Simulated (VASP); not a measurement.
# Bi2Te3 (R3m) in VASP: a series of runs

Runs on Bi2Te3. Level: PBEsol. Tasks: single point.

Program: VASP 6.6.1. These are calculated values, not measurements. Logs are shortened: lines on timing, memory, paths and dates and some standing lists are left out, and cuts for length are marked.

## 1. The cell of the first run

The typed cell holds 5 atoms: a = 9.119 Å, b = 9.119 Å, c = 9.119 Å, α = 27.01°, β = 27.01°, γ = 27.01°.

## 2. Single point, PBEsol (strain -0.050 along x and y, -0.050 along z)

File INCAR:

```
SYSTEM = Bi2Te3
PREC = Accurate ; ENCUT = 520
EDIFF = 1E-7 ; ISMEAR = 0
SIGMA = 0.15 ; LREAL = .FALSE.
LASPH = .TRUE. ; NELM = 100
ALGO = Normal ; ISIF = 2
LWAVE = .FALSE. ; LCHARG = .FALSE.
GGA = PS ; NBANDS = 32
```

File KPOINTS:

```
Automatic mesh
0
G
  12 12 12
  0 0 0
```

File POSCAR:

```
Bi2Te3
1.0
    2.1298183582      1.2296512025      8.7815613098
   -2.1298183582      1.2296512025      8.7815613098
    0.0000000000     -2.4593024049      8.7815613098
Bi Te
2 3
Direct
    0.8060729776      0.8060729776      0.8060729776
    0.4039604779      0.4039604779      0.4039604779
    0.6049878744      0.6049878744      0.6049878744
    0.2058062845      0.2058062845      0.2058062845
    0.0041723854      0.0041723854      0.0041723854
```

Potentials or basis: VASP PAW PBE potentials, release 64 (Bi_d, Te).

Started as:

```bash
$ cat potpaw_PBE.64/Bi_d/POTCAR potpaw_PBE.64/Te/POTCAR > POTCAR
$ mpirun -np 1 vasp_std > vasp.out
```

OUTCAR:

```text
SYSTEM = Bi2Te3
   PREC = Accurate
   ENCUT = 520
   EDIFF = 1E-7
   ISMEAR = 0
   LREAL = .FALSE.
   LASPH = .TRUE.
   NELM = 100
   ISIF = 2
   GGA = PS

 ion  position               nearest neighbor table
   1  0.806  0.806  0.806-   4 3.02   4 3.02   4 3.02   2 3.05   2 3.05   2 3.05
   2  0.404  0.404  0.404-   5 3.02   5 3.02   5 3.02   1 3.05   1 3.05   1 3.05
   3  0.605  0.605  0.605-   4 3.01   4 3.01   4 3.01   5 3.01   5 3.01   5 3.01
   4  0.206  0.206  0.206-   3 3.01   3 3.01   3 3.01   1 3.02   1 3.02   1 3.02
   5  0.004  0.004  0.004-   3 3.01   3 3.01   3 3.01   2 3.02   2 3.02   2 3.02

  LATTYP: Found a trigonal (rhomboedric) cell.
 ALAT       =     9.1194291135
 COS(alpha) =     0.8909112854

  Lattice vectors:

 A1 = (   2.1298183582,   1.2296512025,   8.7815613098)
 A2 = (  -2.1298183582,   1.2296512025,   8.7815613098)
 A3 = (   0.0000000000,  -2.4593024049,   8.7815613098)

Analysis of symmetry for initial positions (statically):
=====================================================================
 Subroutine PRICEL returns:
 Original cell was already a primitive cell.

 Routine SETGRP: Setting up the symmetry group for a
 trigonal (rhombohedral) supercell.

 Subroutine GETGRP returns: Found  6 space group operations
 (whereof  6 operations were pure point group operations)
 out of a pool of 12 trial point group operations.

The static configuration has the point symmetry C_3v.

Analysis of symmetry for dynamics (positions and initial velocities):
=====================================================================
 Subroutine PRICEL returns:
 Original cell was already a primitive cell.

 Routine SETGRP: Setting up the symmetry group for a
 trigonal (rhombohedral) supercell.

 Subroutine GETGRP returns: Found  6 space group operations
 (whereof  6 operations were pure point group operations)
 out of a pool of 12 trial point group operations.

The dynamic configuration has the point symmetry C_3v.

 Subroutine INISYM returns: Found  6 space group operations
 (whereof  6 operations are pure point group operations),
 and found     1 'primitive' translations

----------------------------------------------------------------------------------------

                                     Primitive cell

  volume of cell :     137.9900

  direct lattice vectors                    reciprocal lattice vectors
     2.129818358  1.229651202  8.781561310     0.234761804  0.135539791  0.037958322
    -2.129818358  1.229651202  8.781561310    -0.234761804  0.135539791  0.037958322
     0.000000000 -2.459302405  8.781561310     0.000000000 -0.271079581  0.037958322

  length of vectors
     9.119429114  9.119429114  9.119429114     0.273724266  0.273724266  0.273724266

  position of ions in fractional coordinates (direct lattice)
     0.806072978  0.806072978  0.806072978
     0.403960478  0.403960478  0.403960478
     0.604987874  0.604987874  0.604987874
     0.205806284  0.205806284  0.205806284
     0.004172385  0.004172385  0.004172385

  ion indices of the primitive-cell ions
   primitive index   ion index
                 1           1
                 2           2
                 3           3
                 4           4
                 5           5

----------------------------------------------------------------------------------------

 KPOINTS: Automatic mesh

Automatic generation of k-mesh.
 Grid dimensions read from file:
 generate k-points for:   12   12   12

 Generating k-lattice:

  Cartesian coordinates                     Fractional coordinates (reciprocal lattice)
     0.019563484  0.011294983  0.003163194     0.083333333  0.000000000  0.000000000
    -0.019563484  0.011294983  0.003163194     0.000000000  0.083333333  0.000000000
     0.000000000 -0.022589965  0.003163194     0.000000000  0.000000000  0.083333333

  Length of vectors
     0.022810355  0.022810355  0.022810355

  Shift w.r.t. Gamma in fractional coordinates (k-lattice)
     0.000000000  0.000000000  0.000000000

 Subroutine IBZKPT returns following result:
 ===========================================

 Found    189 irreducible k-points:

 Following reciprocal coordinates:
            Coordinates               Weight
  0.000000  0.000000  0.000000      1.000000
  0.083333 -0.000000  0.000000      6.000000
  0.166667 -0.000000  0.000000      6.000000
  0.250000 -0.000000  0.000000      6.000000
  0.333333  0.000000  0.000000      6.000000
  0.416667 -0.000000  0.000000      6.000000
[... 16 lines left out ...]
  0.500000  0.166667  0.000000     12.000000
 -0.416667  0.166667  0.000000     12.000000
 [... further k-points ...]
   k-points           NKPTS =    189   k-points in BZ     NKDIM =    189   number of bands    NBANDS=     32
   number of dos      NEDOS =    301   number of ions     NIONS =      5
   total plane-waves  NPLWV = 343000
   dimension x,y,z NGX =    70 NGY =   70 NGZ =   70
   dimension x,y,z NGXF=   140 NGYF=  140 NGZF=  140
   ions per type =               2   3
   NGX,Y,Z   is equivalent  to a cutoff of  12.76, 12.76, 12.76 a.u.
   NGXF,Y,Z  is equivalent  to a cutoff of  25.52, 25.52, 25.52 a.u.
 SYSTEM =  Bi2Te3
   PREC   = accura    normal or accurate (medium, high low for compatibility)
   ISTART =      0    job   : 0-new  1-cont  2-samecut
   ICHARG =      2    charge: 1-file 2-atom 10-const
   ISPIN  =      1    spin polarized calculation?
   LNONCOLLINEAR =      F non collinear calculations
   LSORBIT =      F    spin-orbit coupling
   LASPH  =      T    aspherical Exc in radial PAW
   ENCUT  =  520.0 eV  38.22 Ry    6.18 a.u.  16.96 16.96 16.96*2*pi/ulx,y,z
   NELM   =    100;   NELMIN=  2; NELMDL= -5     # of ELM steps
   EDIFF  = 0.1E-06   stopping-criterion for ELM
   LREAL  =      F    real-space projection
   EDIFFG = 0.1E-05   stopping-criterion for IOM
   NSW    =      0    number of steps for IOM
   IBRION =     -1    ionic relax: 0-MD 1-quasi-New 2-CG
   NFREE  =      0    steps in history (QN), initial steepest desc. (CG)
   ISIF   =      2    stress and relaxation
   ISYM   =      2    0-nonsym 1-usesym 2-fastsym
   POTIM  = 0.5000    time-step for ionic-motion
   TEBEG  =    0.0;   TEEND  =   0.0 temperature during run
   PSTRESS=    0.0 pullay stress
   NELECT =      48.0000    total number of electrons
   NUPDOWN=      -1.0000    fix difference up-down
   EMIN   =  10.00;   EMAX   =-10.00  energy-range for DOS
   EFERMI =   0.00;   METHOD = LEGACY
   ISMEAR =     0;   SIGMA  =   0.15  broadening in eV -4-tet -1-fermi 0-gaus
   EFERMI_NEDOS =   21; number of points for ismear=-14 and -15
   IALGO  =     38    algorithm
   IMIX   =      4    mixing-type and parameters
     AMIX     =   0.40;   BMIX     =  1.00
     AMIX_MAG =   1.60;   BMIX_MAG =  1.00
  volume/ion in A,a.u.               =      27.60       186.24
  Fermi-wavevector in a.u.,A,eV,Ry     =   1.151347  2.175730 18.035869  1.325599
  Thomas-Fermi vector in A             =   2.288005
   LORBIT       =      0    0 simple, 1 ext, 2 COOP (PROOUT), +10 PAW based schemes
   GGA     = PS    functional components
   LHFCALC =     F    Hartree Fock is set to
   AEXX    =    0.0000 exact exchange contribution
   IVDW    =     0    specifies the selected vdW correction
   LEPSILON=     F    determine dielectric tensor
   LRPA    =     F    only Hartree local field effects (RPA)
 non-spin polarized calculation
 Gauss-broadening in eV      SIGMA  =   0.15
  energy-cutoff  :      520.00
  volume of cell :      137.99
 maximum number of plane-waves:      3741
 NGX is ok and might be reduce to    70
   NGX = 33   NGY = 33   NGZ = 33

 number of electron      47.9999996 magnetization

 Free energy of the ion-electron system (eV)
  ---------------------------------------------------
  ext. energy  EPLUGINS =         0.00000000
  ---------------------------------------------------
  free energy    TOTEN  =       -18.44508272 eV

  energy without entropy =      -18.42051797  energy(sigma->0) =      -18.43280035

 E-fermi :   8.9655     XC(G=0): -10.4584

 val. band max:        8.9594966169   @ k =   0.3333   0.2500   0.1667
 cond. band min:       8.9731925223   @ k =  -0.2500   0.4167   0.2500
 fundamental gap:      0.0136959054
 Fermi energy:         8.9654714059

 k-point     1 :       0.0000    0.0000    0.0000
  band No.  band energies     occupation
      1     -14.2093      2.00000
      2     -14.2093      2.00000
      3     -14.0693      2.00000
      4     -14.0579      2.00000
      5     -14.0579      2.00000
      6     -13.8958      2.00000
[... 24 lines left out ...]
     31      13.0315      0.00000
     32      13.3959      0.00000

 k-point     2 :       0.0833   -0.0000    0.0000
  band No.  band energies     occupation
      1     -14.2083      2.00000
      2     -14.2047      2.00000
      3     -14.0672      2.00000
      4     -14.0574      2.00000
      5     -14.0542      2.00000
      6     -13.8971      2.00000
[... 24 lines left out ...]
     31      12.5745      0.00000
     32      12.9962      0.00000

 k-point     3 :       0.1667   -0.0000    0.0000
  band No.  band energies     occupation
      1     -14.2055      2.00000
      2     -14.1910      2.00000
      3     -14.0664      2.00000
      4     -14.0502      2.00000
      5     -14.0435      2.00000
      6     -13.9030      2.00000
[... 24 lines left out ...]
     31      11.9519      0.00000
     32      13.0612      0.00000

 k-point     4 :       0.2500   -0.0000    0.0000
  band No.  band energies     occupation
      1     -14.2018      2.00000
      2     -14.1688      2.00000
      3     -14.0695      2.00000
      4     -14.0341      2.00000
      5     -14.0271      2.00000
      6     -13.9138      2.00000
[... 24 lines left out ...]
     31      13.2365      0.00000
     32      13.7587      0.00000

 k-point     5 :       0.3333    0.0000    0.0000
  band No.  band energies     occupation
      1     -14.1981      2.00000
      2     -14.1396      2.00000
      3     -14.0730      2.00000
      4     -14.0131      2.00000
      5     -14.0067      2.00000
      6     -13.9317      2.00000
[... 584 lines left out ...]
     31      13.3445      0.00000
     32      13.4389      0.00000

 k-point    22 :       0.4167    0.1667    0.0000
  band No.  band energies     occupation
      1     -14.2008      2.00000
      2     -14.1229      2.00000
      3     -14.0571      2.00000
      4     -14.0372      2.00000
      5     -13.9829      2.00000
      6     -13.9475      2.00000
[... 24 lines left out ...]
     31      13.3316      0.00000
     32      13.5386      0.00000

 k-point    23 :       0.5000    0.1667    0.0000
  band No.  band energies     occupation
      1     -14.2001      2.00000
      2     -14.0899      2.00000
      3     -14.0592      2.00000
      4     -14.0160      2.00000
      5     -13.9721      2.00000
      6     -13.9637      2.00000
[... 24 lines left out ...]
     31      12.9923      0.00000
     32      13.8683      0.00000

 k-point    24 :      -0.4167    0.1667    0.0000
  band No.  band energies     occupation
      1     -14.1998      2.00000
      2     -14.0721      2.00000
      3     -14.0585      2.00000
      4     -13.9944      2.00000
      5     -13.9926      2.00000
      6     -13.9855      2.00000
[... 24 lines left out ...]
     31      13.0376      0.00000
     32      13.9510      0.00000

 [... further k-points ...]

------------------------ aborting loop because EDIFF is reached ----------------------------------------

  FORCE on cell =-STRESS in cart. coord.  units (eV):
  Direction    XX          YY          ZZ          XY          YZ          ZX
  --------------------------------------------------------------------------------------
  -------------------------------------------------------------------------------------
  Total       10.5318803     10.5318803     10.6296051      0.0000000      0.0000000      0.0000000
  in kB      122.2838223    122.2838223    123.4184871      0.0000000      0.0000000      0.0000000
  external PRESSURE =     122.6620439 kB  Pullay stress =       0.0000000 kB

 VOLUME and BASIS-vectors are now :
 -----------------------------------------------------------------------------
  energy-cutoff  :      520.00
  volume of cell :      137.99
      direct lattice vectors                 reciprocal lattice vectors
     2.129818358  1.229651202  8.781561310     0.234761804  0.135539791  0.037958322
    -2.129818358  1.229651202  8.781561310    -0.234761804  0.135539791  0.037958322
     0.000000000 -2.459302405  8.781561310     0.000000000 -0.271079581  0.037958322

 POSITION                                       TOTAL-FORCE (eV/Angst)
 -----------------------------------------------------------------------------------
      0.00000      0.00000     21.23574         0.000000     -0.000000     -0.070357
      0.00000      0.00000     10.64221         0.000000      0.000000      0.063321
      0.00000      0.00000     15.93821         0.000000      0.000000      0.000437
      0.00000      0.00000      5.42190         0.000000      0.000000      0.128168
      0.00000      0.00000      0.10992         0.000000     -0.000000     -0.121569
 -----------------------------------------------------------------------------------
    total drift:                                0.000000      0.000000      0.000509

  FREE ENERGIE OF THE ION-ELECTRON SYSTEM (eV)
  ---------------------------------------------------
  free  energy   TOTEN  =       -18.4450827228 eV

  energy  without entropy=      -18.4205179728  energy(sigma->0) =      -18.43280035
```

Wall time 27 min (1 thread of Intel Xeon 6975P-C (Granite Rapids), shared host); peak memory 1.1 GiB.

Results:

| Quantity | Value |
| --- | --- |
| Free energy | -18.4451 eV |
| Pressure | 12.3 GPa |
| Largest force | 0.128 eV/Å |
| Band gap on the k mesh | zero (bands 24 and 25 overlap by 0.92 eV) |

Forces on the atoms (eV/Å):
```
Bi   0.000  0.000 -0.070
Bi   0.000  0.000  0.063
Te   0.000  0.000  0.000
Te   0.000  0.000  0.128
Te   0.000  0.000 -0.122
```

Stress tensor (GPa, compression positive):
```
12.23  0.00  0.00
 0.00 12.23  0.00
 0.00  0.00 12.34
```

Levels at points of the mesh, in eV from the Fermi level:
```tsv
k point	band 21	band 22	band 23	band 24	band 25	band 26	band 27	band 28
(0.00, 0.00, 0.00)	-2.26	-0.97	-0.97	-0.55	-0.55	-0.55	-0.36	2.46
(0.50, 0.00, 0.00)	-3.52	-3.13	-0.37	-0.31	-0.03	-0.03	2.50	3.04
(0.50, 0.50, 0.00)	-2.65	-2.41	-2.28	0.33	0.40	1.44	2.06	2.25
(0.50, 0.50, 0.50)	-1.70	-1.60	-1.60	-1.36	0.63	0.63	0.70	1.53
```

Caveat: the cell differs from its parent crystal (strain -0.050 along x and y, -0.050 along z); the cell stands under pressure; the PAW data sets were made with another functional, which shifts forces and pressure a little; spin-orbit coupling is left out, which moves the levels of the heavy elements.

## 3. Single point, PBEsol (strain -0.050 along x and y, -0.025 along z)

File INCAR:

```
SYSTEM = Bi2Te3
PREC = Accurate
ENCUT = 520
EDIFF = 1E-6
ISMEAR = 0
SIGMA = 0.15
LREAL = .FALSE.
LASPH = .TRUE.
NELM = 80
ALGO = Normal
ISIF = 2
LWAVE = .FALSE.
LCHARG = .TRUE.
GGA = PS
LELF = .TRUE.
LVHAR = .TRUE.
NBANDS = 32
```

File KPOINTS:

```
regular mesh
0
G
  12 12 12
  0 0 0
```

Changes to POSCAR since step 2:

```diff
@@ -2,5 +2,5 @@
 1.0
-    2.1298183582      1.2296512025      8.7815613098
-   -2.1298183582      1.2296512025      8.7815613098
-    0.0000000000     -2.4593024049      8.7815613098
+    2.1298183582      1.2296512025      9.0126550285
+   -2.1298183582      1.2296512025      9.0126550285
+    0.0000000000     -2.4593024049      9.0126550285
 Bi Te
```

Potentials or basis: VASP PAW PBE potentials, release 64 (Bi_d, Te).

Started as:

```bash
$ cat potpaw_PBE.64/Bi_d/POTCAR potpaw_PBE.64/Te/POTCAR > POTCAR
$ mpirun -np 1 vasp_std > vasp.out
```

Wall time 40 min (1 thread of AMD EPYC 9R45 (Zen 5), shared host); peak memory 1.1 GiB.

The run converged. Its results:

| Quantity | Value |
| --- | --- |
| Free energy | -18.6959 eV |
| Pressure | 9.5 GPa |
| Largest force | 0.090 eV/Å |
| Band gap on the k mesh | zero (bands 24 and 25 overlap by 0.63 eV) |

Forces in eV/Å, atoms in the order of the input:
```
Bi   0.000  0.000 -0.067
Bi   0.000  0.000  0.060
Te   0.000  0.000  0.001
Te   0.000  0.000  0.090
Te   0.000  0.000 -0.083
```

Stress tensor (GPa, compression positive):
```
9.45 0.00 0.00
0.00 9.45 0.00
0.00 0.00 9.73
```

Levels at points of the mesh, in eV from the Fermi level:
| k point | band 22 | band 23 | band 24 | band 25 | band 26 | band 27 |
| --- | --- | --- | --- | --- | --- | --- |
| (0.00, 0.00, 0.00) | -0.83 | -0.83 | -0.40 | -0.39 | -0.39 | -0.23 |
| (0.50, 0.00, 0.00) | -3.16 | -0.36 | -0.29 | -0.04 | -0.03 | 2.50 |
| (0.50, 0.50, 0.00) | -2.27 | -2.20 | 0.11 | 0.19 | 1.57 | 1.95 |
| (0.50, 0.50, 0.50) | -1.42 | -1.42 | -1.26 | 0.67 | 0.67 | 0.81 |

Caveat: the cell differs from its parent crystal (strain -0.050 along x and y, -0.025 along z); the cell stands under pressure; the PAW data sets were made with another functional, which shifts forces and pressure a little; spin-orbit coupling is left out, which moves the levels of the heavy elements.
